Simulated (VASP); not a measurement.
# ZnS: electric field gradients with PBE

The system is ZnS.

```xyz
2
Lattice="0.0000 2.7046 2.7858 2.7046 0.0000 2.7858 2.7046 2.7046 0.0000" Properties=species:S:1:pos:R:3 pbc="T T T"
Zn    0.0000    0.0000    0.0000
S     4.0570    4.0570    4.1787
```

This cell differs from its parent crystal: zz strain of +3 %.

```yaml
Program: VASP 6.6.1
Task: electric field gradients
Functional: PBE
Potentials_or_basis: VASP PAW PBE potentials, release 64 (Zn, S)
Cutoff: 520 eV
k_mesh: 8 × 8 × 8
Occupations: fermi-dirac, width 0.01 eV
Spin: no spin polarisation
Dipole_correction: no
Further_INCAR_settings: ALGO = Normal; EDIFF = 1e-08; NBANDS = 16
```

- Pressure: -0.6 GPa
- Band gap on the k mesh: 1.93 eV, direct

Stress tensor (GPa, compression positive):
```
-0.16  0.00  0.00
 0.00 -0.16  0.00
 0.00  0.00 -1.44
```

Levels at points of the mesh, in eV from the valence-band top:
| k point | band 6 | band 7 | band 8 | band 9 | band 10 | band 11 | band 12 | band 13 |
| --- | --- | --- | --- | --- | --- | --- | --- | --- |
| (0.00, 0.00, 0.00) | -5.79 | -0.11 | 0.00 | 0.00 | 1.93 | 6.39 | 6.39 | 6.39 |
| (0.50, 0.00, 0.00) | -5.60 | -5.11 | -0.93 | -0.77 | 3.20 | 6.80 | 7.03 | 8.72 |
| (0.50, 0.50, 0.00) | -5.61 | -4.58 | -2.04 | -2.04 | 3.54 | 4.22 | 10.50 | 11.75 |
| (0.50, 0.00, 0.50) | -5.57 | -4.41 | -2.21 | -2.16 | 3.40 | 3.95 | 10.82 | 11.54 |

Electric field gradients, principal values (V/Å²):
```tsv
atom	least	middle	greatest (by size)
1 Zn	2.505	2.515	-5.019
2 S	-3.105	-3.106	6.212
```

It took 21 s on 1 thread of Intel(R) Xeon(R) Platinum 8559C (Emerald Rapids) (shared host), peak memory 0.17 GiB.

Caveat: the cell differs from its parent crystal (zz strain of +3 %); without QUAD_EFG the Cq values of the log hold for a quadrupole moment of 1 mb, not for the nuclei.
